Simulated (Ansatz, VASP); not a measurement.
# Na: VASP beside Ansatz

The input INCAR:

```
SYSTEM = Na
PREC = Accurate ; ENCUT = 520
EDIFF = 1E-6 ; ISMEAR = 0
SIGMA = 0.15 ; LREAL = .FALSE.
LASPH = .TRUE. ; NELM = 80
ALGO = Fast ; ISIF = 2
LWAVE = .FALSE. ; LCHARG = .TRUE.
LELF = .TRUE. ; LVHAR = .TRUE.
NBANDS = 10
```

KPOINTS

```
regular mesh
0
G
  18 18 18
  0 0 0
```

Contents of POSCAR:

```
Na
1.0
   -1.6758583335      1.8882910800      2.6372766800
    1.6758583335     -1.8882910800      2.6372766800
    1.6758583335      1.8882910800     -2.6372766800
Na
1
Direct
    0.0000000000      0.0000000000      0.0000000000
```

Input for Ansatz:

```yaml
crystal:
  lattice:
    - [-1.6758583335, 1.88829108, 2.63727668]
    - [1.6758583335, -1.88829108, 2.63727668]
    - [1.6758583335, 1.88829108, -2.63727668]
  atoms:
    - { symbol: Na, position: [0.0, 0.0, 0.0] }
basis:
  ecutwfc: 420
kpoints:
  mp_grid: { grid: [18, 18, 18] }
hamiltonian:
  xc: lda
scf:
  occupations: { method: gaussian, width: 0.15 }
output:
  forces: true
  stress: true
  eigenvalues: true
```

Change from the starting cell: strain -0.1125 x Voigt [1, 0, 0, 0, 0, 0], atoms carried along.

Alike in both runs: task single point; functional LDA; k mesh 18 × 18 × 18; occupations gaussian, width 0.15 eV; no spin polarisation.

|  | VASP | Ansatz |
| --- | --- | --- |
| version | VASP 6.6.1 | Ansatz 0.2.0 |
| potentials or method | VASP PAW LDA potentials, release 64 (Na_pv), cutoff 520 eV | scalar-relativistic, plane waves, PAW |
| valence electrons in the cell | 7 | 9 |

```csv
,VASP,Ansatz,Ansatz less VASP
gap on the k mesh at the Fermi level (eV),none,none,-
pressure (GPa),-0.1,0.1,+0.14
"traceless stress, the component that is largest in VASP (GPa)",1.06,1.05,-0.005
```

LDA's correlation is that of Perdew and Zunger in VASP and of Perdew and Wang (1992) in Ansatz. A gap of «none» marks a metal or a gap that the smearing closes. VASP's potentials hold 7 valence electrons a cell and Ansatz's 9, so a difference there can come from the potentials and not from the codes.
